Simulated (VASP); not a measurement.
# Ru (P6_3/mmc) in VASP: a series of runs

The runs below take Ru through single point, with PBEsol.

Program: VASP 6.6.1. These are calculated values, not measurements. Logs are shortened: lines on timing, memory, paths and dates and some standing lists are left out, and cuts for length are marked.

## Step 1: The cell of the first run

Symmetry: P6_3/mmc, No. 194, hexagonal system. The conventional cell has a = 2.729 Å, b = 2.729 Å, c = 4.296 Å, α = 90.00°, β = 90.00°, γ = 120.00°. Within 3.5 Å of Ru (site symmetry -6m2) lie 12 Ru at 2.66 to 2.73 Å.

## Step 2: Single point, PBEsol, collinear spin, ferromagnetic start (13.85 Å³/atom)

INCAR reads:

```
  PREC = Accurate
  ENCUT = 520
  EDIFF = 1E-6
  ISMEAR = -1
  SIGMA = 0.05
  LREAL = F
  LASPH = T
  NELM = 150
  ALGO = Normal
  ISIF = 2
  LWAVE = F
  LCHARG = T
  ISPIN = 2
  MAGMOM = 1 1
  LORBIT = 11
  LMAXMIX = 4
  GGA = PS
  LELF = T
  LVHAR = T
  NBANDS = 25
```

KPOINTS reads:

```
Automatic mesh
0
Gamma
  22 22 12
```

POSCAR reads:

```
Ru
1.0
    2.7290298239      0.0000000000      0.0000000000
   -1.3645149119      2.3634091552      0.0000000000
    0.0000000000      0.0000000000      4.2959599885
Ru
2
Direct
    0.3333333333      0.6666666667      0.2500000000
    0.6666666667      0.3333333333      0.7500000000
```

Potentials or basis: VASP PAW PBE potentials, release 64 (Ru_pv).

Command:

```
$ cat potpaw_PBE.64/Ru_pv/POTCAR > POTCAR
$ mpirun -np 1 vasp_std > vasp.out
```

OUTCAR:

```text
PREC = Accurate
   ENCUT = 520
   EDIFF = 1E-6
   ISMEAR = -1
   LREAL = F
   LASPH = T
   NELM = 150
   ISIF = 2
   ISPIN = 2
   LORBIT = 11
   GGA = PS

 ion  position               nearest neighbor table
   1  0.333  0.667  0.250-   2 2.66   2 2.66   2 2.66   2 2.66   2 2.66   2 2.66
   2  0.667  0.333  0.750-   1 2.66   1 2.66   1 2.66   1 2.66   1 2.66   1 2.66

  LATTYP: Found a hexagonal cell.
 ALAT       =     2.7290298239
 C/A-ratio  =     1.5741711398

  Lattice vectors:

 A1 = (   2.7290298239,   0.0000000000,   0.0000000000)
 A2 = (  -1.3645149119,   2.3634091552,   0.0000000000)
 A3 = (   0.0000000000,   0.0000000000,   4.2959599885)

Analysis of symmetry for initial positions (statically):
=====================================================================
 Subroutine PRICEL returns:
 Original cell was already a primitive cell.

 Routine SETGRP: Setting up the symmetry group for a
 hexagonal supercell.

 Subroutine GETGRP returns: Found 24 space group operations
 (whereof 12 operations were pure point group operations)
 out of a pool of 24 trial point group operations.

The static configuration has the point symmetry D_3d.
 The point group associated with its full space group is D_6h.

Analysis of symmetry for dynamics (positions and initial velocities):
=====================================================================
 Subroutine PRICEL returns:
 Original cell was already a primitive cell.

 Routine SETGRP: Setting up the symmetry group for a
 hexagonal supercell.

 Subroutine GETGRP returns: Found 24 space group operations
 (whereof 12 operations were pure point group operations)
 out of a pool of 24 trial point group operations.

The dynamic configuration has the point symmetry D_3d.
 The point group associated with its full space group is D_6h.

Analysis of structural, dynamic, and magnetic symmetry:
=====================================================================
 Subroutine PRICEL returns:
 Original cell was already a primitive cell.

 Routine SETGRP: Setting up the symmetry group for a
 hexagonal supercell.

 Subroutine GETGRP returns: Found 24 space group operations
 (whereof 12 operations were pure point group operations)
 out of a pool of 24 trial point group operations.

The overall configuration has the point symmetry D_3d.
 The point group associated with its full space group is D_6h.

 Subroutine INISYM returns: Found 24 space group operations
 (whereof 12 operations are pure point group operations),
 and found     1 'primitive' translations

----------------------------------------------------------------------------------------

                                     Primitive cell

  volume of cell :      27.7081

  direct lattice vectors                    reciprocal lattice vectors
     2.729029824  0.000000000  0.000000000     0.366430587  0.211558798  0.000000000
    -1.364514912  2.363409155  0.000000000     0.000000000  0.423117596  0.000000000
     0.000000000  0.000000000  4.295959988     0.000000000  0.000000000  0.232776842

  length of vectors
     2.729029824  2.729029824  4.295959988     0.423117596  0.423117596  0.232776842

  position of ions in fractional coordinates (direct lattice)
     0.333333333  0.666666667  0.250000000
     0.666666667  0.333333333  0.750000000

  ion indices of the primitive-cell ions
   primitive index   ion index
                 1           1
                 2           2

----------------------------------------------------------------------------------------

 KPOINTS: Automatic mesh

Automatic generation of k-mesh.
 Grid dimensions read from file:
 generate k-points for:   22   22   12

 Generating k-lattice:

  Cartesian coordinates                     Fractional coordinates (reciprocal lattice)
     0.016655936  0.009616309  0.000000000     0.045454545  0.000000000  0.000000000
     0.000000000  0.019232618  0.000000000     0.000000000  0.045454545  0.000000000
     0.000000000  0.000000000  0.019398070     0.000000000  0.000000000  0.083333333

  Length of vectors
     0.019232618  0.019232618  0.019398070

  Shift w.r.t. Gamma in fractional coordinates (k-lattice)
     0.000000000  0.000000000  0.000000000

 Subroutine IBZKPT returns following result:
 ===========================================

 Found    364 irreducible k-points:

 Following reciprocal coordinates:
            Coordinates               Weight
  0.000000  0.000000  0.000000      1.000000
  0.045455  0.000000  0.000000      6.000000
  0.090909  0.000000  0.000000      6.000000
  0.136364  0.000000  0.000000      6.000000
  0.181818 -0.000000  0.000000      6.000000
  0.227273 -0.000000  0.000000      6.000000
[... 16 lines left out ...]
  0.090909  0.090909  0.000000      6.000000
  0.136364  0.090909  0.000000     12.000000
 [... further k-points ...]
   k-points           NKPTS =    364   k-points in BZ     NKDIM =    364   number of bands    NBANDS=     25
   number of dos      NEDOS =    301   number of ions     NIONS =      2
   total plane-waves  NPLWV =  12800
   dimension x,y,z NGX =    20 NGY =   20 NGZ =   32
   dimension x,y,z NGXF=    40 NGYF=   40 NGZF=   64
   ions per type =               2
   NGX,Y,Z   is equivalent  to a cutoff of  12.18, 12.18, 12.38 a.u.
   NGXF,Y,Z  is equivalent  to a cutoff of  24.37, 24.37, 24.77 a.u.
 SYSTEM =  unknown system
   PREC   = accura    normal or accurate (medium, high low for compatibility)
   ISTART =      0    job   : 0-new  1-cont  2-samecut
   ICHARG =      2    charge: 1-file 2-atom 10-const
   ISPIN  =      2    spin polarized calculation?
   LNONCOLLINEAR =      F non collinear calculations
   LSORBIT =      F    spin-orbit coupling
   LASPH  =      T    aspherical Exc in radial PAW
   ENCUT  =  520.0 eV  38.22 Ry    6.18 a.u.   5.07  5.07  7.99*2*pi/ulx,y,z
   NELM   =    150;   NELMIN=  2; NELMDL= -5     # of ELM steps
   EDIFF  = 0.1E-05   stopping-criterion for ELM
   LREAL  =      F    real-space projection
   EDIFFG = 0.1E-04   stopping-criterion for IOM
   NSW    =      0    number of steps for IOM
   IBRION =     -1    ionic relax: 0-MD 1-quasi-New 2-CG
   NFREE  =      0    steps in history (QN), initial steepest desc. (CG)
   ISIF   =      2    stress and relaxation
   ISYM   =      2    0-nonsym 1-usesym 2-fastsym
   POTIM  = 0.5000    time-step for ionic-motion
   TEBEG  =    0.0;   TEEND  =   0.0 temperature during run
   PSTRESS=    0.0 pullay stress
   NELECT =      28.0000    total number of electrons
   NUPDOWN=      -1.0000    fix difference up-down
   EMIN   =  10.00;   EMAX   =-10.00  energy-range for DOS
   EFERMI =   0.00;   METHOD = LEGACY
   ISMEAR =    -1;   SIGMA  =   0.05  broadening in eV -4-tet -1-fermi 0-gaus
   EFERMI_NEDOS =   21; number of points for ismear=-14 and -15
   IALGO  =     38    algorithm
   IMIX   =      4    mixing-type and parameters
     AMIX     =   0.40;   BMIX     =  1.00
     AMIX_MAG =   1.60;   BMIX_MAG =  1.00
  volume/ion in A,a.u.               =      13.85        93.49
  Fermi-wavevector in a.u.,A,eV,Ry     =   1.642827  3.104492 36.720477  2.698879
  Thomas-Fermi vector in A             =   2.733064
   LORBIT       =     11    0 simple, 1 ext, 2 COOP (PROOUT), +10 PAW based schemes
   GGA     = PS    functional components
   LHFCALC =     F    Hartree Fock is set to
   AEXX    =    0.0000 exact exchange contribution
   IVDW    =     0    specifies the selected vdW correction
   LEPSILON=     F    determine dielectric tensor
   LRPA    =     F    only Hartree local field effects (RPA)
 spin polarized calculation
  energy-cutoff  :      520.00
  volume of cell :       27.71
 maximum number of plane-waves:       766
   NGX = 11   NGY = 11   NGZ = 15

 number of electron      28.0000012 magnetization       0.0007252

 number of electron      28.0000012 magnetization      -0.0001704

 Free energy of the ion-electron system (eV)
  ---------------------------------------------------
  ext. energy  EPLUGINS =         0.00000000
  ---------------------------------------------------
  free energy    TOTEN  =       -20.30881656 eV

  energy without entropy =      -20.29698745  energy(sigma->0) =      -20.30290201

 E-fermi :  12.3369     XC(G=0): -14.1562

 val. band max:       12.3365791938   @ k =   0.3182   0.0000   0.0833
 cond. band min:      12.3396179891   @ k =   0.1818   0.1364   0.1667
 fundamental gap:      0.0030387952
 Fermi energy:        12.3368817682

 spin component 1

 k-point     1 :       0.0000    0.0000    0.0000
  band No.  band energies     occupation
      1     -31.2046      1.00000
      2     -30.3242      1.00000
      3     -30.3242      1.00000
      4     -30.1591      1.00000
      5     -30.1591      1.00000
      6     -30.1167      1.00000
[... 17 lines left out ...]
     24      30.4267      0.00000
     25      34.8411      0.00000

 k-point     2 :       0.0455    0.0000    0.0000
  band No.  band energies     occupation
      1     -31.1980      1.00000
      2     -30.3382      1.00000
      3     -30.3290      1.00000
      4     -30.1738      1.00000
      5     -30.1610      1.00000
      6     -30.1199      1.00000
[... 17 lines left out ...]
     24      30.5331      0.00000
     25      34.3666      0.00000

 k-point     3 :       0.0909    0.0000    0.0000
  band No.  band energies     occupation
      1     -31.1782      1.00000
      2     -30.3788      1.00000
      3     -30.3429      1.00000
      4     -30.2162      1.00000
      5     -30.1666      1.00000
      6     -30.1294      1.00000
[... 552 lines left out ...]
 k-point    23 :       0.0909    0.0909    0.0000
  band No.  band energies     occupation
      1     -31.1275      1.00000
      2     -30.4675      1.00000
      3     -30.4032      1.00000
      4     -30.2961      1.00000
      5     -30.1894      1.00000
      6     -30.1549      1.00000
[... 17 lines left out ...]
     24      30.7295      0.00000
     25      31.4154      0.00000

 k-point    24 :       0.1364    0.0909    0.0000
  band No.  band energies     occupation
      1     -31.0852      1.00000
      2     -30.5377      1.00000
      3     -30.4631      1.00000
      4     -30.3440      1.00000
      5     -30.2079      1.00000
      6     -30.1772      1.00000
[... 17 lines left out ...]
     24      30.4422      0.00000
     25      31.1540      0.00000

 [... further k-points ...]

 spin component 2

 k-point     1 :       0.0000    0.0000    0.0000
  band No.  band energies     occupation
      1     -31.2047      1.00000
      2     -30.3242      1.00000
      3     -30.3242      1.00000
      4     -30.1592      1.00000
      5     -30.1592      1.00000
      6     -30.1167      1.00000
[... 17 lines left out ...]
     24      30.4267      0.00000
     25      34.8410      0.00000

 k-point     2 :       0.0455    0.0000    0.0000
  band No.  band energies     occupation
      1     -31.1980      1.00000
      2     -30.3382      1.00000
      3     -30.3290      1.00000
      4     -30.1738      1.00000
      5     -30.1610      1.00000
      6     -30.1199      1.00000
[... 17 lines left out ...]
     24      30.5331      0.00000
     25      34.3651      0.00000

 k-point     3 :       0.0909    0.0000    0.0000
  band No.  band energies     occupation
      1     -31.1782      1.00000
      2     -30.3788      1.00000
      3     -30.3429      1.00000
      4     -30.2162      1.00000
      5     -30.1666      1.00000
      6     -30.1294      1.00000
[... 552 lines left out ...]
 k-point    23 :       0.0909    0.0909    0.0000
  band No.  band energies     occupation
      1     -31.1275      1.00000
      2     -30.4675      1.00000
      3     -30.4032      1.00000
      4     -30.2961      1.00000
      5     -30.1895      1.00000
      6     -30.1549      1.00000
[... 17 lines left out ...]
     24      30.7295      0.00000
     25      31.4153      0.00000

 k-point    24 :       0.1364    0.0909    0.0000
  band No.  band energies     occupation
      1     -31.0853      1.00000
      2     -30.5377      1.00000
      3     -30.4631      1.00000
      4     -30.3440      1.00000
      5     -30.2079      1.00000
      6     -30.1772      1.00000
[... 17 lines left out ...]
     24      30.4421      0.00000
     25      31.1541      0.00000

 [... further k-points ...]

------------------------ aborting loop because EDIFF is reached ----------------------------------------

  FORCE on cell =-STRESS in cart. coord.  units (eV):
  Direction    XX          YY          ZZ          XY          YZ          ZX
  --------------------------------------------------------------------------------------
  -------------------------------------------------------------------------------------
  Total       -2.1920127     -2.1920127     -2.1324443     -0.0000000      0.0000000      0.0000000
  in kB     -126.7494906   -126.7494906   -123.3050459     -0.0000000      0.0000000      0.0000000
  external PRESSURE =    -125.6013424 kB  Pullay stress =       0.0000000 kB

 VOLUME and BASIS-vectors are now :
 -----------------------------------------------------------------------------
  energy-cutoff  :      520.00
  volume of cell :       27.71
      direct lattice vectors                 reciprocal lattice vectors
     2.729029824  0.000000000  0.000000000     0.366430587  0.211558798  0.000000000
    -1.364514912  2.363409155  0.000000000     0.000000000  0.423117596  0.000000000
     0.000000000  0.000000000  4.295959988     0.000000000  0.000000000  0.232776842

 POSITION                                       TOTAL-FORCE (eV/Angst)
 -----------------------------------------------------------------------------------
     -0.00000      1.57561      1.07399        -0.000000      0.000000      0.000000
      1.36451      0.78780      3.22197         0.000000      0.000000      0.000000
 -----------------------------------------------------------------------------------
    total drift:                               -0.000000      0.000000     -0.000000

  FREE ENERGIE OF THE ION-ELECTRON SYSTEM (eV)
  ---------------------------------------------------
  free  energy   TOTEN  =       -20.3088165585 eV

  energy  without entropy=      -20.2969874531  energy(sigma->0) =      -20.30290201

 total charge

# of ion       s       p       d       tot
------------------------------------------
    1        0.396   6.304   5.919  12.620
    2        0.396   6.304   5.919  12.620
--------------------------------------------------
tot          0.791  12.609  11.839  25.239

 magnetization (x)

# of ion       s       p       d       tot
------------------------------------------
    1       -0.000  -0.000  -0.000  -0.000
    2       -0.000  -0.000  -0.000  -0.000
--------------------------------------------------
tot         -0.000  -0.000  -0.000  -0.000
```

It took 3.5 min on 1 thread of Intel Xeon Platinum 8488C (Sapphire Rapids), shared host; peak memory 0.41 GiB.

Results:

```
Free energy                                           : -20.3088 eV
Pressure                                              : -12.6 GPa
Band gap on the k mesh                                : zero (filled and empty bands overlap)
Net moment                                            : 0.00 μB per cell
Valence electrons inside the program's atomic spheres : Ru 12.62
```

Levels at points of the mesh, in eV from the Fermi level:
Spin up:
```
           k point  band 11  band 12  band 13  band 14  band 15  band 16  band 17  band 18
(0.00, 0.00, 0.00)    -2.31    -1.86    -1.86    -1.39    -1.39     1.15     1.15     1.27
(0.50, 0.00, 0.00)    -2.01    -1.81    -1.47     1.35     1.77     1.88     3.93     5.93
(0.00, 0.00, 0.50)    -2.71    -2.71    -2.65    -2.65     0.53     0.53     0.53     0.53
(0.50, 0.00, 0.50)    -1.05    -1.05     0.41     0.41     1.61     1.61     3.28     3.28
```
Spin down:
| k point | band 12 | band 13 | band 14 | band 15 | band 16 | band 17 |
| --- | --- | --- | --- | --- | --- | --- |
| (0.00, 0.00, 0.00) | -1.86 | -1.86 | -1.39 | -1.39 | 1.15 | 1.15 |
| (0.50, 0.00, 0.00) | -1.82 | -1.47 | 1.35 | 1.77 | 1.88 | 3.93 |
| (0.00, 0.00, 0.50) | -2.71 | -2.65 | -2.65 | 0.53 | 0.53 | 0.53 |
| (0.50, 0.00, 0.50) | -1.05 | 0.41 | 0.41 | 1.61 | 1.61 | 3.28 |

Caveat: the cell stands under tension; the PAW data sets were made with another functional, which shifts forces and pressure a little.

## Step 3: Single point, PBEsol, collinear spin, ferromagnetic start

This run uses another cell than the first one, of 13.32 Å³/atom.

INCAR reads:

```
SYSTEM = Ru
  PREC = Accurate
  ENCUT = 520
  EDIFF = 1E-7
  ISMEAR = -1
  SIGMA = 0.05
  LREAL = .FALSE.
  LASPH = .TRUE.
  NELM = 150
  ALGO = Normal
  ISIF = 2
  LWAVE = .FALSE.
  LCHARG = .FALSE.
  ISPIN = 2
  MAGMOM = 1 1
  LORBIT = 11
  LMAXMIX = 4
  GGA = PS
  NBANDS = 25
```

KPOINTS reads:

```
Automatic mesh
0
G
  13 13 8
  0 0 0
```

POSCAR reads:

```
Ru
1.0
    2.6935838660      0.0000000000      0.0000000000
   -1.3467919330      2.3327120552      0.0000000000
    0.0000000000      0.0000000000      4.2401619846
Ru
2
Direct
    0.3333333333      0.6666666667      0.2500000000
    0.6666666667      0.3333333333      0.7500000000
```

Potentials or basis: VASP PAW PBE potentials, release 64 (Ru_pv).

Command:

```
$ cat potpaw_PBE.64/Ru_pv/POTCAR > POTCAR
$ mpirun -np 1 vasp_std > vasp.out
```

Run time: 3.8 min. Hardware: 1 thread of AMD EPYC 7R13, shared host; peak memory 0.18 GiB.

The run converged. Its results:

```
Free energy                                           : -20.3469 eV
Pressure                                              : 0.0 GPa
Band gap on the k mesh                                : zero (filled and empty bands overlap)
Net moment                                            : 0.00 μB per cell
Valence electrons inside the program's atomic spheres : Ru 12.71
```

Levels at points of the mesh, in eV from the Fermi level:
Spin up:
```csv
k point,band 10,band 11,band 12,band 13,band 14,band 15,band 16,band 17,band 18,band 19
"(0.00, 0.00, 0.00)",-2.74,-2.50,-2.02,-2.02,-1.52,-1.52,1.18,1.18,1.27,10.17
"(0.00, 0.00, 0.50)",-2.92,-2.92,-2.92,-2.82,-2.82,0.53,0.53,0.53,0.53,10.21
```
Spin down:
```csv
k point,band 10,band 11,band 12,band 13,band 14,band 15,band 16,band 17,band 18,band 19
"(0.00, 0.00, 0.00)",-2.74,-2.50,-2.02,-2.02,-1.52,-1.52,1.18,1.18,1.27,10.17
"(0.00, 0.00, 0.50)",-2.92,-2.92,-2.92,-2.82,-2.82,0.53,0.53,0.53,0.53,10.21
```

Caveat: an empty level that is flat over the whole mesh can mark a ghost state of the potentials, or a narrow d or f band; the PAW data sets were made with another functional, which shifts forces and pressure a little.
